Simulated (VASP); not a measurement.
Se, 1 atom in the cell. It takes space group Pm-3m (No. 221, cubic). Conventional cell: a = 2.893 Å, b = 2.893 Å, c = 2.893 Å, α = 90.00°, β = 90.00°, γ = 90.00°. Se (site symmetry m-3m) has 6 Se at 2.89 Å within 3.8 Å.  This cell differs from its parent crystal: strained.

```yaml
Program: VASP 6.6.1
Task: single point
Functional: PBE
Potentials_or_basis: VASP PAW PBE potentials, release 64 (Se)
Cutoff: 520 eV
k_mesh: 14 × 14 × 14
Occupations: gaussian, width 0.1 eV
Spin: no spin polarisation
Dipole_correction: no
Further_INCAR_settings: ALGO = Normal; EDIFF = 1e-06; NBANDS = 9
```

Potentials or basis: VASP PAW PBE potentials, release 64 (Se).

The run is started by

```bash
$ cat potpaw_PBE.64/Se/POTCAR > POTCAR
$ mpirun -np 1 vasp_std > vasp.out
```

Hardware: 1 thread of AMD EPYC 9R45 96-Core Processor (Zen 5), with other jobs on the host.

How long does it take, and how much memory?

Run time: 9.8 s on 1 thread of AMD EPYC 9R45 96-Core Processor (Zen 5), with other jobs on the host, peak memory 0.12 GiB. Counts: scf iterations 11, k points 120.
